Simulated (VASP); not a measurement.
# Al (Fm-3m) in VASP: single point with PBE

Aim: the single point of Al with PBE.

Everything below comes from runs of VASP 6.6.1. Logs are shortened: lines on timing, memory, paths and dates and some standing lists are left out, and cuts for length are marked.

### 1 The cell of the first run

It takes space group Fm-3m (No. 225, cubic). Conventional cell: a = 4.039 Å, b = 4.039 Å, c = 4.039 Å, α = 90.00°, β = 90.00°, γ = 90.00°. Al (site symmetry m-3m) has 12 Al at 2.86 Å within 3.8 Å.

### 2 Single point, PBE

Contents of INCAR:

```
SYSTEM = Al
PREC = Accurate ; ENCUT = 520
EDIFF = 1E-6 ; ISMEAR = 1
SIGMA = 0.1 ; LREAL = Auto
LASPH = .True. ; NELM = 80
ALGO = Normal ; ISIF = 2
LWAVE = .False. ; LCHARG = .False.
GGA = PE ; NBANDS = 134
```

Contents of KPOINTS:

```
regular mesh
0
Gamma
  2 2 2
  0 0 0
```

Contents of POSCAR:

```
Al
1.0
    0.0000000000      8.0778592000      8.0778592000
    8.0778592000      0.0000000000      8.0778592000
    8.0778592000      8.0778592000      0.0000000000
Al
64
Direct
    0.0000000000      0.0000000000      0.0000000000
    0.0000000000      0.0000000000      0.2500000000
    0.0000000000      0.0000000000      0.5000000000
    0.0000000000      0.0000000000      0.7500000000
    0.0000000000      0.2500000000      0.0000000000
    0.0000000000      0.2500000000      0.2500000000
    0.0000000000      0.2500000000      0.5000000000
    0.0000000000      0.2500000000      0.7500000000
    0.0000000000      0.5000000000      0.0000000000
    0.0000000000      0.5000000000      0.2500000000
    0.0000000000      0.5000000000      0.5000000000
    0.0000000000      0.5000000000      0.7500000000
    0.0000000000      0.7500000000      0.0000000000
    0.0000000000      0.7500000000      0.2500000000
    0.0000000000      0.7500000000      0.5000000000
    0.0000000000      0.7500000000      0.7500000000
    0.2500000000      0.0000000000      0.0000000000
    0.2500000000      0.0000000000      0.2500000000
    0.2500000000      0.0000000000      0.5000000000
    0.2500000000      0.0000000000      0.7500000000
    0.2500000000      0.2500000000      0.0000000000
    0.2500000000      0.2500000000      0.2500000000
    0.2500000000      0.2500000000      0.5000000000
    0.2500000000      0.2500000000      0.7500000000
    0.2500000000      0.5000000000      0.0000000000
    0.2500000000      0.5000000000      0.2500000000
    0.2500000000      0.5000000000      0.5000000000
    0.2500000000      0.5000000000      0.7500000000
    0.2500000000      0.7500000000      0.0000000000
    0.2500000000      0.7500000000      0.2500000000
    0.2500000000      0.7500000000      0.5000000000
    0.2500000000      0.7500000000      0.7500000000
    0.5000000000      0.0000000000      0.0000000000
    0.5000000000      0.0000000000      0.2500000000
    0.5000000000      0.0000000000      0.5000000000
    0.5000000000      0.0000000000      0.7500000000
    0.5000000000      0.2500000000      0.0000000000
    0.5000000000      0.2500000000      0.2500000000
    0.5000000000      0.2500000000      0.5000000000
    0.5000000000      0.2500000000      0.7500000000
    0.5000000000      0.5000000000      0.0000000000
    0.5000000000      0.5000000000      0.2500000000
    0.5000000000      0.5000000000      0.5000000000
    0.5000000000      0.5000000000      0.7500000000
    0.5000000000      0.7500000000      0.0000000000
    0.5000000000      0.7500000000      0.2500000000
    0.5000000000      0.7500000000      0.5000000000
    0.5000000000      0.7500000000      0.7500000000
    0.7500000000      0.0000000000      0.0000000000
    0.7500000000      0.0000000000      0.2500000000
    0.7500000000      0.0000000000      0.5000000000
    0.7500000000      0.0000000000      0.7500000000
    0.7500000000      0.2500000000      0.0000000000
    0.7500000000      0.2500000000      0.2500000000
    0.7500000000      0.2500000000      0.5000000000
    0.7500000000      0.2500000000      0.7500000000
    0.7500000000      0.5000000000      0.0000000000
    0.7500000000      0.5000000000      0.2500000000
    0.7500000000      0.5000000000      0.5000000000
    0.7500000000      0.5000000000      0.7500000000
    0.7500000000      0.7500000000      0.0000000000
    0.7500000000      0.7500000000      0.2500000000
    0.7500000000      0.7500000000      0.5000000000
    0.7500000000      0.7500000000      0.7500000000
```

Potentials or basis: VASP PAW PBE potentials, release 64 (Al).

The run is started by

```bash
cat potpaw_PBE.64/Al/POTCAR > POTCAR
mpirun -np 1 vasp_std > vasp.out
```

OUTCAR:

```text
SYSTEM = Al
   PREC = Accurate
   ENCUT = 520
   EDIFF = 1E-6
   ISMEAR = 1
   LREAL = Auto
   LASPH = .True.
   NELM = 80
   ISIF = 2
   GGA = PE

 ion  position               nearest neighbor table
   1  0.000  0.000  0.000-   2 2.86   4 2.86   5 2.86   8 2.86  13 2.86  14 2.86  17 2.86  20 2.86
                            29 2.86  49 2.86  50 2.86  53 2.86
   2  0.000  0.000  0.250-   1 2.86   3 2.86   5 2.86   6 2.86  14 2.86  15 2.86  17 2.86  18 2.86
                            30 2.86  50 2.86  51 2.86  54 2.86
   3  0.000  0.000  0.500-   2 2.86   4 2.86   6 2.86   7 2.86  15 2.86  16 2.86  18 2.86  19 2.86
                            31 2.86  51 2.86  52 2.86  55 2.86
   4  0.000  0.000  0.750-   1 2.86   3 2.86   7 2.86   8 2.86  13 2.86  16 2.86  19 2.86  20 2.86
                            32 2.86  49 2.86  52 2.86  56 2.86
   5  0.000  0.250  0.000-   1 2.86   2 2.86   6 2.86   8 2.86   9 2.86  12 2.86  17 2.86  21 2.86
                            24 2.86  53 2.86  54 2.86  57 2.86
   6  0.000  0.250  0.250-   2 2.86   3 2.86   5 2.86   7 2.86   9 2.86  10 2.86  18 2.86  21 2.86
                            22 2.86  54 2.86  55 2.86  58 2.86
   7  0.000  0.250  0.500-   3 2.86   4 2.86   6 2.86   8 2.86  10 2.86  11 2.86  19 2.86  22 2.86
                            23 2.86  55 2.86  56 2.86  59 2.86
   8  0.000  0.250  0.750-   1 2.86   4 2.86   5 2.86   7 2.86  11 2.86  12 2.86  20 2.86  23 2.86
                            24 2.86  53 2.86  56 2.86  60 2.86
   9  0.000  0.500  0.000-   5 2.86   6 2.86  10 2.86  12 2.86  13 2.86  16 2.86  21 2.86  25 2.86
[... 117 lines left out ...]
 A1 = (   0.0000000000,   8.0778592000,   8.0778592000)
 A2 = (   8.0778592000,   0.0000000000,   8.0778592000)
 A3 = (   8.0778592000,   8.0778592000,   0.0000000000)

Analysis of symmetry for initial positions (statically):
=====================================================================
 Subroutine PRICEL returns following result:

  LATTYP: Found a face centered cubic cell.
 ALAT       =     4.0389296000

  Lattice vectors:

 A1 = (   0.0000000000,   2.0194648000,   2.0194648000)
 A2 = (   2.0194648000,   0.0000000000,   2.0194648000)
 A3 = (   2.0194648000,   2.0194648000,   0.0000000000)

  64 primitive cells build up your supercell.

 Routine SETGRP: Setting up the symmetry group for a
 face centered cubic supercell.

 Subroutine GETGRP returns: Found 48 space group operations
 (whereof 48 operations were pure point group operations)
 out of a pool of 48 trial point group operations.

The static configuration has the point symmetry O_h .

Analysis of symmetry for dynamics (positions and initial velocities):
=====================================================================
 Subroutine PRICEL returns following result:

  LATTYP: Found a face centered cubic cell.
 ALAT       =     4.0389296000

  Lattice vectors:

 A1 = (   0.0000000000,   2.0194648000,   2.0194648000)
 A2 = (   2.0194648000,   0.0000000000,   2.0194648000)
 A3 = (   2.0194648000,   2.0194648000,   0.0000000000)

  64 primitive cells build up your supercell.

 Routine SETGRP: Setting up the symmetry group for a
 face centered cubic supercell.

 Subroutine GETGRP returns: Found 48 space group operations
 (whereof 48 operations were pure point group operations)
 out of a pool of 48 trial point group operations.

The dynamic configuration has the point symmetry O_h .

 Subroutine INISYM returns: Found 48 space group operations
 (whereof 48 operations are pure point group operations),
 and found    64 'primitive' translations

----------------------------------------------------------------------------------------

                                     Primitive cell

  volume of cell :      16.4717

  direct lattice vectors                    reciprocal lattice vectors
     0.000000000  2.019464800  2.019464800    -0.247590352  0.247590352  0.247590352
     2.019464800  0.000000000  2.019464800     0.247590352 -0.247590352  0.247590352
     2.019464800  2.019464800  0.000000000     0.247590352  0.247590352 -0.247590352

  length of vectors
     2.855954509  2.855954509  2.855954509     0.428839069  0.428839069  0.428839069

  position of ions in fractional coordinates (direct lattice)
     0.000000000  0.000000000  0.000000000

  ion indices of the primitive-cell ions
   primitive index   ion index
                 1           1

----------------------------------------------------------------------------------------

 KPOINTS: regular mesh

Automatic generation of k-mesh.
 Grid dimensions read from file:
 generate k-points for:    2    2    2

 Generating k-lattice:

  Cartesian coordinates                     Fractional coordinates (reciprocal lattice)
    -0.030948794  0.030948794  0.030948794     0.500000000  0.000000000  0.000000000
     0.030948794 -0.030948794  0.030948794     0.000000000  0.500000000  0.000000000
     0.030948794  0.030948794 -0.030948794     0.000000000  0.000000000  0.500000000

  Length of vectors
     0.053604884  0.053604884  0.053604884

  Shift w.r.t. Gamma in fractional coordinates (k-lattice)
     0.000000000  0.000000000  0.000000000

 Subroutine IBZKPT returns following result:
 ===========================================

 Found      3 irreducible k-points:

 Following reciprocal coordinates:
            Coordinates               Weight
  0.000000  0.000000  0.000000      1.000000
  0.500000  0.000000  0.000000      4.000000
  0.500000  0.500000  0.000000      3.000000
   k-points           NKPTS =      3   k-points in BZ     NKDIM =      3   number of bands    NBANDS=    134
   number of dos      NEDOS =    301   number of ions     NIONS =     64
   total plane-waves  NPLWV = 729000
   dimension x,y,z NGX =    90 NGY =   90 NGZ =   90
   dimension x,y,z NGXF=   180 NGYF=  180 NGZF=  180
   ions per type =              64
   NGX,Y,Z   is equivalent  to a cutoff of  13.10, 13.10, 13.10 a.u.
   NGXF,Y,Z  is equivalent  to a cutoff of  26.19, 26.19, 26.19 a.u.
 SYSTEM =  Al
   PREC   = accura    normal or accurate (medium, high low for compatibility)
   ISTART =      0    job   : 0-new  1-cont  2-samecut
   ICHARG =      2    charge: 1-file 2-atom 10-const
   ISPIN  =      1    spin polarized calculation?
   LNONCOLLINEAR =      F non collinear calculations
   LSORBIT =      F    spin-orbit coupling
   LASPH  =      T    aspherical Exc in radial PAW
   ENCUT  =  520.0 eV  38.22 Ry    6.18 a.u.  21.24 21.24 21.24*2*pi/ulx,y,z
   NELM   =     80;   NELMIN=  2; NELMDL= -5     # of ELM steps
   EDIFF  = 0.1E-05   stopping-criterion for ELM
   LREAL  =      T    real-space projection
   EDIFFG = 0.1E-04   stopping-criterion for IOM
   NSW    =      0    number of steps for IOM
   IBRION =     -1    ionic relax: 0-MD 1-quasi-New 2-CG
   NFREE  =      0    steps in history (QN), initial steepest desc. (CG)
   ISIF   =      2    stress and relaxation
   ISYM   =      2    0-nonsym 1-usesym 2-fastsym
   POTIM  = 0.5000    time-step for ionic-motion
   TEBEG  =    0.0;   TEEND  =   0.0 temperature during run
   PSTRESS=    0.0 pullay stress
   NELECT =     192.0000    total number of electrons
   NUPDOWN=      -1.0000    fix difference up-down
   EMIN   =  10.00;   EMAX   =-10.00  energy-range for DOS
   EFERMI =   0.00;   METHOD = LEGACY
   ISMEAR =     1;   SIGMA  =   0.10  broadening in eV -4-tet -1-fermi 0-gaus
   EFERMI_NEDOS =   21; number of points for ismear=-14 and -15
   IALGO  =     38    algorithm
   IMIX   =      4    mixing-type and parameters
     AMIX     =   0.40;   BMIX     =  1.00
     AMIX_MAG =   1.60;   BMIX_MAG =  1.00
  volume/ion in A,a.u.               =      16.47       111.16
  Fermi-wavevector in a.u.,A,eV,Ry     =   0.927974  1.753616 11.716453  0.861135
  Thomas-Fermi vector in A             =   2.054101
   LORBIT       =      0    0 simple, 1 ext, 2 COOP (PROOUT), +10 PAW based schemes
   GGA     = PE    functional components
   LHFCALC =     F    Hartree Fock is set to
   AEXX    =    0.0000 exact exchange contribution
   IVDW    =     0    specifies the selected vdW correction
   LEPSILON=     F    determine dielectric tensor
   LRPA    =     F    only Hartree local field effects (RPA)
 non-spin polarized calculation
 Methfessel and Paxton  Order N= 1 SIGMA  =   0.10
  energy-cutoff  :      520.00
  volume of cell :     1054.19
 maximum number of plane-waves:     28475
 NGX is ok and might be reduce to    90
   NGX = 43   NGY = 43   NGZ = 43

 number of electron     191.9999998 magnetization

 Free energy of the ion-electron system (eV)
  ---------------------------------------------------
  ext. energy  EPLUGINS =         0.00000000
  ---------------------------------------------------
  free energy    TOTEN  =      -239.34555542 eV

  energy without entropy =     -239.27418546  energy(sigma->0) =     -239.32176544

 E-fermi :   8.1070     XC(G=0): -10.2016

 val. band max:        7.6927957100   @ k =   0.5000   0.5000   0.0000
 cond. band min:       8.1545607896   @ k =   0.5000   0.0000   0.0000
 fundamental gap:      0.4617650796
 Fermi energy:         8.1070436325

 k-point     1 :       0.0000    0.0000    0.0000
  band No.  band energies     occupation
      1      -3.1272      2.00000
      2      -1.4356      2.00000
      3      -1.4356      2.00000
      4      -1.4356      2.00000
      5      -1.4356      2.00000
      6      -1.4356      2.00000
[... 322 lines left out ...]
    107       8.8541     -0.00000
    108       8.8541     -0.00000
 [bands above 108 left out]

------------------------ aborting loop because EDIFF is reached ----------------------------------------

  FORCE on cell =-STRESS in cart. coord.  units (eV):
  Direction    XX          YY          ZZ          XY          YZ          ZX
  --------------------------------------------------------------------------------------
  -------------------------------------------------------------------------------------
  Total        1.3599139      1.3599139      1.3599139     -0.0000000     -0.0000000      0.0000000
  in kB        2.0668224      2.0668224      2.0668224     -0.0000000     -0.0000000      0.0000000
  external PRESSURE =       2.0668224 kB  Pullay stress =       0.0000000 kB

 VOLUME and BASIS-vectors are now :
 -----------------------------------------------------------------------------
  energy-cutoff  :      520.00
  volume of cell :     1054.19
      direct lattice vectors                 reciprocal lattice vectors
     0.000000000  8.077859200  8.077859200    -0.061897588  0.061897588  0.061897588
     8.077859200  0.000000000  8.077859200     0.061897588 -0.061897588  0.061897588
     8.077859200  8.077859200  0.000000000     0.061897588  0.061897588 -0.061897588

 POSITION                                       TOTAL-FORCE (eV/Angst)
 -----------------------------------------------------------------------------------
      0.00000      0.00000      0.00000         0.000000      0.000000     -0.000000
      2.01946      2.01946      0.00000        -0.000000     -0.000000     -0.000000
      4.03893      4.03893      0.00000         0.000000     -0.000000      0.000000
      6.05839      6.05839      0.00000         0.000000      0.000000     -0.000000
      2.01946      0.00000      2.01946        -0.000000      0.000000     -0.000000
      4.03893      2.01946      2.01946        -0.000000     -0.000000     -0.000000
[... 56 lines left out ...]
     10.09732     10.09732     12.11679         0.000000     -0.000000      0.000000
     12.11679     12.11679     12.11679         0.000000      0.000000      0.000000
 -----------------------------------------------------------------------------------
    total drift:                               -0.000000     -0.000000     -0.000000

  FREE ENERGIE OF THE ION-ELECTRON SYSTEM (eV)
  ---------------------------------------------------
  free  energy   TOTEN  =      -239.3455554216 eV

  energy  without entropy=     -239.2741854628  energy(sigma->0) =     -239.32176544
```

It took 13 min on 1 thread of Intel Xeon Platinum 8259CL at 2.50GHz (Skylake/Cascade Lake), shared host; peak memory 1.3 GiB.

What came out:

```yaml
Free_energy: -239.3456 eV
Pressure: 0.2 GPa
Band_gap_on_the_k_mesh: zero (bands 96 and 97 overlap by 0.89 eV)
```

The gap in the log of VASP goes by the Fermi energy; the results here count the filled bands.